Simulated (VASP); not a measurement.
A run of VASP 6.6.1:

File INCAR:

```
PREC = Accurate
ENCUT = 520
EDIFF = 1E-7
ISMEAR = 0
SIGMA = 0.2
LREAL = False
LASPH = True
NELM = 80
ALGO = Normal
ISIF = 2
LWAVE = False
LCHARG = False
GGA = PE
NBANDS = 39
```

Contents of KPOINTS:

```
Automatic mesh
0
Gamma
  6 6 6
```

Contents of POSCAR:

```
Ti4C3
1.0
    4.3111508267      0.0000000000      0.0000000000
    0.0000000000      4.3111508267      0.0000000000
   -2.1555754133     -2.1555754133      4.3485375086
Ti C
4 3
Direct
    0.5000000000      0.0000000000      0.0000000000
    0.7631072890      0.7631072890      0.5262145779
    0.2368927110      0.2368927110      0.4737854221
    0.0000000000      0.5000000000      0.0000000000
    0.7500000000      0.2500000000      0.5000000000
    0.2500000000      0.7500000000      0.5000000000
    0.0000000000      0.0000000000      0.0000000000
```

Potentials or basis: VASP PAW PBE potentials, release 64 (Ti_sv, C).

The run is started by

```bash
$ cat potpaw_PBE.64/Ti_sv/POTCAR potpaw_PBE.64/C/POTCAR > POTCAR
$ mpirun -np 1 vasp_std > vasp.out
```

Hardware: 1 thread of AMD EPYC 7R43 64-Core Processor (Zen 3) (shared host).

**Question.** Estimate the wall time of this run.

**Answer.** Run time: 3.9 min on 1 thread of AMD EPYC 7R43 64-Core Processor (Zen 3) (shared host), peak memory 0.19 GiB. Counts: scf iterations 18, k points 30.
